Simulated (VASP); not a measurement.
Set up this calculation in VASP 6.6.1, as the native input.

```
Task                   : single point
Functional             : PBE
Potentials or basis    : VASP PAW PBE potentials, release 64 (B, P)
Cutoff                 : 520 eV
k mesh                 : 12 × 12 × 12
Occupations            : gaussian, width 0.05 eV
Spin                   : no spin polarisation
Dipole correction      : no
Further INCAR settings : ALGO = Normal; EDIFF = 1e-06; NBANDS = 11
```

The structure of BP lies in POSCAR:

```
BP
1.0
    0.0000000000      2.4616714286      2.2715432579
    2.2715432579      0.0000000000      2.2715432579
    2.2715432579      2.4616714286      0.0000000000
B P
1 1
Direct
    0.0000000000      0.0000000000      0.0000000000
    0.7500000000      0.7500000000      0.7500000000
```

These files were run (other wordings do the same):

INCAR

```
SYSTEM = BP
PREC = Accurate
ENCUT = 520
EDIFF = 1E-6
ISMEAR = 0
SIGMA = 0.05
LREAL = .False.
LASPH = .True.
NELM = 80
ALGO = Normal
ISIF = 2
LWAVE = .False.
LCHARG = .False.
GGA = PE
NBANDS = 11
```

KPOINTS

```
Automatic mesh
0
Gamma
  12 12 12
  0 0 0
```

Potentials or basis: VASP PAW PBE potentials, release 64 (B, P).

Launch:

```sh
$ cat potpaw_PBE.64/B/POTCAR potpaw_PBE.64/P/POTCAR > POTCAR
$ mpirun -np 1 vasp_std > vasp.out
```

Results of the run:

The pressure is -10.9 GPa and the band gap on the k mesh is 0.77 eV (least direct gap 2.90 eV).

Caveat: the stress differs along the axes, from -26 to -4 GPa; semilocal functionals underestimate gaps, and a narrow one can read as zero.

Run time: 19 s on 1 thread of Intel(R) Xeon(R) 6975P-C (Granite Rapids) (shared host), peak memory 0.17 GiB.
